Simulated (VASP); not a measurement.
# Be (P6_3/mmc) in VASP: further runs

Runs on Be. Level: PBEsol. Tasks: single point, relaxation of cell and atoms.

All numbers are computed with VASP 6.6.1; they aren't measurements. Logs are shortened: lines on timing, memory, paths and dates and some standing lists are left out, and cuts for length are marked.

## Step 1: The cell of the first run

The structure is hexagonal, space group P6_3/mmc (No. 194). The conventional cell has a = 2.255 Å, b = 2.255 Å, c = 3.558 Å, α = 90.00°, β = 90.00°, γ = 120.00°. Within 2.9 Å of Be (site symmetry -6m2) lie 12 Be at 2.20 to 2.25 Å.

## Step 2: Single point, PBEsol

The input, INCAR:

```
SYSTEM = Be
ALGO = Fast
EDIFF = 1E-6
ENCUT = 520
GGA = PS
ISIF = 2
ISMEAR = 0
LASPH = .TRUE.
LCHARG = .FALSE.
LREAL = .FALSE.
LWAVE = .FALSE.
NBANDS = 9
NELM = 100
PREC = Accurate
SIGMA = 0.1
```

The input, KPOINTS:

```
k-points
0
G
  21 21 12
  0 0 0
```

The input, POSCAR:

```
Be
1.0
    2.2549670902      0.0000000000      0.0000000000
   -1.1274835451      1.9528587848      0.0000000000
    0.0000000000      0.0000000000      3.5584822657
Be
2
Direct
    0.3333333333      0.6666666667      0.2500000000
    0.6666666667      0.3333333333      0.7500000000
```

Potentials or basis: VASP PAW PBE potentials, release 64 (Be).

Launch:

```console
$ cat potpaw_PBE.64/Be/POTCAR > POTCAR
$ mpirun -np 1 vasp_std > vasp.out
```

OUTCAR:

```text
SYSTEM = Be
   EDIFF = 1E-6
   ENCUT = 520
   GGA = PS
   ISIF = 2
   ISMEAR = 0
   LASPH = .TRUE.
   LREAL = .FALSE.
   NELM = 100
   PREC = Accurate

 ion  position               nearest neighbor table
   1  0.333  0.667  0.250-   2 2.20   2 2.20   2 2.20   2 2.20   2 2.20   2 2.20
   2  0.667  0.333  0.750-   1 2.20   1 2.20   1 2.20   1 2.20   1 2.20   1 2.20

  LATTYP: Found a hexagonal cell.
 ALAT       =     2.2549670902
 C/A-ratio  =     1.5780639465

  Lattice vectors:

 A1 = (   2.2549670902,   0.0000000000,   0.0000000000)
 A2 = (  -1.1274835451,   1.9528587848,   0.0000000000)
 A3 = (   0.0000000000,   0.0000000000,   3.5584822657)

Analysis of symmetry for initial positions (statically):
=====================================================================
 Subroutine PRICEL returns:
 Original cell was already a primitive cell.

 Routine SETGRP: Setting up the symmetry group for a
 hexagonal supercell.

 Subroutine GETGRP returns: Found 24 space group operations
 (whereof 12 operations were pure point group operations)
 out of a pool of 24 trial point group operations.

The static configuration has the point symmetry D_3d.
 The point group associated with its full space group is D_6h.

Analysis of symmetry for dynamics (positions and initial velocities):
=====================================================================
 Subroutine PRICEL returns:
 Original cell was already a primitive cell.

 Routine SETGRP: Setting up the symmetry group for a
 hexagonal supercell.

 Subroutine GETGRP returns: Found 24 space group operations
 (whereof 12 operations were pure point group operations)
 out of a pool of 24 trial point group operations.

The dynamic configuration has the point symmetry D_3d.
 The point group associated with its full space group is D_6h.

 Subroutine INISYM returns: Found 24 space group operations
 (whereof 12 operations are pure point group operations),
 and found     1 'primitive' translations

----------------------------------------------------------------------------------------

                                     Primitive cell

  volume of cell :      15.6702

  direct lattice vectors                    reciprocal lattice vectors
     2.254967090  0.000000000  0.000000000     0.443465452  0.256034898  0.000000000
    -1.127483545  1.952858785  0.000000000     0.000000000  0.512069796  0.000000000
     0.000000000  0.000000000  3.558482266     0.000000000  0.000000000  0.281018683

  length of vectors
     2.254967090  2.254967090  3.558482266     0.512069796  0.512069796  0.281018683

  position of ions in fractional coordinates (direct lattice)
     0.333333333  0.666666667  0.250000000
     0.666666667  0.333333333  0.750000000

  ion indices of the primitive-cell ions
   primitive index   ion index
                 1           1
                 2           2

----------------------------------------------------------------------------------------

 KPOINTS: k-points

Automatic generation of k-mesh.
 Grid dimensions read from file:
 generate k-points for:   21   21   12

 Generating k-lattice:

  Cartesian coordinates                     Fractional coordinates (reciprocal lattice)
     0.021117402  0.012192138  0.000000000     0.047619048 -0.000000000  0.000000000
     0.000000000  0.024384276  0.000000000     0.000000000  0.047619048  0.000000000
     0.000000000  0.000000000  0.023418224     0.000000000  0.000000000  0.083333333

  Length of vectors
     0.024384276  0.024384276  0.023418224

  Shift w.r.t. Gamma in fractional coordinates (k-lattice)
     0.000000000  0.000000000  0.000000000

 Subroutine IBZKPT returns following result:
 ===========================================

 Found    336 irreducible k-points:

 Following reciprocal coordinates:
            Coordinates               Weight
  0.000000  0.000000  0.000000      1.000000
  0.047619  0.000000  0.000000      6.000000
  0.095238  0.000000  0.000000      6.000000
  0.142857  0.000000  0.000000      6.000000
  0.190476  0.000000  0.000000      6.000000
  0.238095  0.000000  0.000000      6.000000
[... 16 lines left out ...]
  0.142857  0.095238  0.000000     12.000000
  0.190476  0.095238  0.000000     12.000000
 [... further k-points ...]
   k-points           NKPTS =    336   k-points in BZ     NKDIM =    336   number of bands    NBANDS=      9
   number of dos      NEDOS =    301   number of ions     NIONS =      2
   total plane-waves  NPLWV =   9072
   dimension x,y,z NGX =    18 NGY =   18 NGZ =   28
   dimension x,y,z NGXF=    36 NGYF=   36 NGZF=   56
   ions per type =               2
   NGX,Y,Z   is equivalent  to a cutoff of  13.27, 13.27, 13.08 a.u.
   NGXF,Y,Z  is equivalent  to a cutoff of  26.54, 26.54, 26.16 a.u.
 SYSTEM =  Be
   PREC   = accura    normal or accurate (medium, high low for compatibility)
   ISTART =      0    job   : 0-new  1-cont  2-samecut
   ICHARG =      2    charge: 1-file 2-atom 10-const
   ISPIN  =      1    spin polarized calculation?
   LNONCOLLINEAR =      F non collinear calculations
   LSORBIT =      F    spin-orbit coupling
   LASPH  =      T    aspherical Exc in radial PAW
   ENCUT  =  520.0 eV  38.22 Ry    6.18 a.u.   4.19  4.19  6.62*2*pi/ulx,y,z
   NELM   =    100;   NELMIN=  2; NELMDL= -5     # of ELM steps
   EDIFF  = 0.1E-05   stopping-criterion for ELM
   LREAL  =      F    real-space projection
   EDIFFG = 0.1E-04   stopping-criterion for IOM
   NSW    =      0    number of steps for IOM
   IBRION =     -1    ionic relax: 0-MD 1-quasi-New 2-CG
   NFREE  =      0    steps in history (QN), initial steepest desc. (CG)
   ISIF   =      2    stress and relaxation
   ISYM   =      2    0-nonsym 1-usesym 2-fastsym
   POTIM  = 0.5000    time-step for ionic-motion
   TEBEG  =    0.0;   TEEND  =   0.0 temperature during run
   PSTRESS=    0.0 pullay stress
   NELECT =       4.0000    total number of electrons
   NUPDOWN=      -1.0000    fix difference up-down
   EMIN   =  10.00;   EMAX   =-10.00  energy-range for DOS
   EFERMI =   0.00;   METHOD = LEGACY
   ISMEAR =     0;   SIGMA  =   0.10  broadening in eV -4-tet -1-fermi 0-gaus
   EFERMI_NEDOS =   21; number of points for ismear=-14 and -15
   IALGO  =     68    algorithm
   IMIX   =      4    mixing-type and parameters
     AMIX     =   0.40;   BMIX     =  1.00
     AMIX_MAG =   1.60;   BMIX_MAG =  1.00
  volume/ion in A,a.u.               =       7.84        52.87
  Fermi-wavevector in a.u.,A,eV,Ry     =   1.038491  1.962464 14.673397  1.078464
  Thomas-Fermi vector in A             =   2.172978
   LORBIT       =      0    0 simple, 1 ext, 2 COOP (PROOUT), +10 PAW based schemes
   GGA     = PS    functional components
   LHFCALC =     F    Hartree Fock is set to
   AEXX    =    0.0000 exact exchange contribution
   IVDW    =     0    specifies the selected vdW correction
   LEPSILON=     F    determine dielectric tensor
   LRPA    =     F    only Hartree local field effects (RPA)
 non-spin polarized calculation
 RMM-DIIS sequential band-by-band and
 Gauss-broadening in eV      SIGMA  =   0.10
  energy-cutoff  :      520.00
  volume of cell :       15.67
 maximum number of plane-waves:       446
 NGX is ok and might be reduce to    18
   NGX =  9   NGY =  9   NGZ = 13

 number of electron       4.0000000 magnetization

 Free energy of the ion-electron system (eV)
  ---------------------------------------------------
  ext. energy  EPLUGINS =         0.00000000
  ---------------------------------------------------
  free energy    TOTEN  =        -7.99302195 eV

  energy without entropy =       -7.99152224  energy(sigma->0) =       -7.99227210

 E-fermi :   7.1238     XC(G=0): -10.6377

 val. band max:        7.1212562720   @ k =   0.3333   0.0476   0.0000
 cond. band min:       7.1437184073   @ k =   0.3333   0.2857   0.0833
 fundamental gap:      0.0224621353
 Fermi energy:         7.1238357991

 k-point     1 :       0.0000    0.0000    0.0000
  band No.  band energies     occupation
      1      -4.3038      2.00000
      2       2.5769      2.00000
      3       8.2091      0.00000
      4      23.2413      0.00000
      5      23.2413      0.00000
      6      26.0934      0.00000
      7      26.0934      0.00000
      8      28.1266      0.00000
      9      34.3686      0.00000

 k-point     2 :       0.0476    0.0000    0.0000
  band No.  band energies     occupation
      1      -4.2385      2.00000
      2       2.6631      2.00000
      3       8.2278      0.00000
      4      22.6826      0.00000
      5      22.8087      0.00000
      6      26.1022      0.00000
      7      26.3322      0.00000
      8      28.0086      0.00000
      9      33.1946      0.00000

 k-point     3 :       0.0952    0.0000    0.0000
  band No.  band energies     occupation
      1      -4.0425      2.00000
      2       2.9215      2.00000
      3       8.2810      0.00000
      4      21.2624      0.00000
      5      21.8852      0.00000
      6      26.0785      0.00000
      7      26.6429      0.00000
      8      27.6078      0.00000
      9      31.3970      0.00000

 k-point     4 :       0.1429    0.0000    0.0000
  band No.  band energies     occupation
      1      -3.7155      2.00000
      2       3.3515      2.00000
      3       8.3570      0.00000
      4      19.4199      0.00000
      5      20.8532      0.00000
      6      25.9282      0.00000
      7      26.6486      0.00000
      8      26.7937      0.00000
      9      29.4900      0.00000
[... 205 lines left out ...]
 k-point    22 :       0.0952    0.0952    0.0000
  band No.  band energies     occupation
      1      -3.5191      2.00000
      2       3.6091      2.00000
      3       8.4036      0.00000
      4      18.9707      0.00000
      5      19.6340      0.00000
      6      25.9358      0.00000
      7      26.2701      0.00000
      8      26.3511      0.00000
      9      30.3241      0.00000

 k-point    23 :       0.1429    0.0952    0.0000
  band No.  band energies     occupation
      1      -3.0605      2.00000
      2       4.2089      2.00000
      3       8.4788      0.00000
      4      17.1807      0.00000
      5      18.5946      0.00000
      6      25.1281      0.00000
      7      25.3577      0.00000
      8      25.7251      0.00000
      9      29.6671      0.00000

 k-point    24 :       0.1905    0.0952    0.0000
  band No.  band energies     occupation
      1      -2.4706      2.00000
      2       4.9769      2.00000
      3       8.4979      0.00000
      4      15.3805      0.00000
      5      17.6907      0.00000
      6      23.4848      0.00000
      7      24.2338      0.00000
      8      25.2368      0.00000
      9      29.0633      0.00000

 [... further k-points ...]

------------------------ aborting loop because EDIFF is reached ----------------------------------------

  FORCE on cell =-STRESS in cart. coord.  units (eV):
  Direction    XX          YY          ZZ          XY          YZ          ZX
  --------------------------------------------------------------------------------------
  -------------------------------------------------------------------------------------
  Total        0.0354027      0.0354027      0.0396001      0.0000000      0.0000000      0.0000000
  in kB        3.6196870      3.6196870      4.0488473      0.0000000      0.0000000      0.0000000
  external PRESSURE =       3.7627404 kB  Pullay stress =       0.0000000 kB

 VOLUME and BASIS-vectors are now :
 -----------------------------------------------------------------------------
  energy-cutoff  :      520.00
  volume of cell :       15.67
      direct lattice vectors                 reciprocal lattice vectors
     2.254967090  0.000000000  0.000000000     0.443465452  0.256034898  0.000000000
    -1.127483545  1.952858785  0.000000000     0.000000000  0.512069796  0.000000000
     0.000000000  0.000000000  3.558482266     0.000000000  0.000000000  0.281018683

 POSITION                                       TOTAL-FORCE (eV/Angst)
 -----------------------------------------------------------------------------------
     -0.00000      1.30191      0.88962        -0.000000      0.000000      0.000000
      1.12748      0.65095      2.66886         0.000000     -0.000000      0.000000
 -----------------------------------------------------------------------------------
    total drift:                                0.000000     -0.000000      0.000000

  FREE ENERGIE OF THE ION-ELECTRON SYSTEM (eV)
  ---------------------------------------------------
  free  energy   TOTEN  =        -7.9930219486 eV

  energy  without entropy=       -7.9915222431  energy(sigma->0) =       -7.99227210
```

Wall time 30 s (1 thread of Intel Xeon Platinum 8259CL at 2.50GHz (Skylake/Cascade Lake), shared host); peak memory 0.15 GiB.

What came out:

```yaml
Free_energy: -7.9930 eV
Pressure: 0.4 GPa
Band_gap_on_the_k_mesh: zero (bands 2 and 3 overlap by 2.09 eV)
```

Caveat: the PAW data sets were made with another functional, which shifts forces and pressure a little.

## Step 3: Relaxation of cell and atoms, PBEsol

This run uses another cell than the first one, of 7.91 Å³/atom.

The input, INCAR:

```
  PREC = Accurate
  ENCUT = 600
  EDIFF = 1E-6
  ISMEAR = 0
  SIGMA = 0.1
  LREAL = F
  LASPH = T
  NELM = 80
  ALGO = Normal
  ISIF = 3
  LWAVE = F
  LCHARG = F
  GGA = PS
  IBRION = 2
  NSW = 70
  EDIFFG = -0.005
```

The input, KPOINTS:

```
Automatic mesh
0
Gamma
  21 21 12
```

The input, POSCAR:

```
Be
1.0
    2.2626981586      0.0000000000      0.0000000000
   -1.1313490793      1.9595540864      0.0000000000
    0.0000000000      0.0000000000      3.5667383307
Be
2
Direct
    0.3333333333      0.6666666667      0.2500000000
    0.6666666667      0.3333333333      0.7500000000
```

Potentials or basis: VASP PAW PBE potentials, release 64 (Be).

Launch:

```console
$ cat potpaw_PBE.64/Be/POTCAR > POTCAR
$ mpirun -np 1 vasp_std > vasp.out
```

Wall time 28 s (1 thread of Intel Xeon Platinum 8259CL at 2.50GHz (Skylake/Cascade Lake), shared host); peak memory 0.15 GiB.

Results (log left out):

```yaml
Free_energy: -7.9931 eV
Relaxed_volume: 7.86 Å³/atom
Relaxed_cell: a = 2.257 Å, b = 2.257 Å, c = 3.561 Å, α = 90.00°, β = 90.00°, γ = 120.00°
Space_group_after_relaxing_to_0.1_Å: P6_3/mmc (No. 194)
Energy_gained_by_relaxing: 0.1 meV/atom
Ionic_steps: 3
Pressure_after_relaxing: 0.0 GPa
Band_gap_on_the_k_mesh: zero (bands 2 and 3 overlap by 2.09 eV)
```

Stress tensor (GPa, compression positive):
```
-0.03  0.00  0.00
 0.00 -0.03  0.00
 0.00  0.00  0.08
```

The path:
```tsv
step	energy change (eV)	largest force (eV/Å)	pressure (GPa)	volume (Å³)
1	0.0000	0.0000	-0.75	15.81
2	-0.0002	0.0000	-0.10	15.73
3	-0.0002	0.0000	0.01	15.72
```

Final structure:
```
CELL_PARAMETERS angstrom
2.25740 0.00000 0.00000
-1.12870 1.95496 0.00000
0.00000 0.00000 3.56125
ATOMIC_POSITIONS crystal
Be 0.33333 0.66667 0.25000
Be 0.66667 0.33333 0.75000
```

Levels at points of the mesh, in eV from the Fermi level:
```
           k point  band 1  band 2  band 3  band 4  band 5
(0.00, 0.00, 0.00)  -11.41   -4.53    1.08   16.08   16.08
(0.00, 0.00, 0.50)   -9.25   -9.25   10.67   10.67   17.73
```

Caveat: the PAW data sets were made with another functional, which shifts forces and pressure a little.
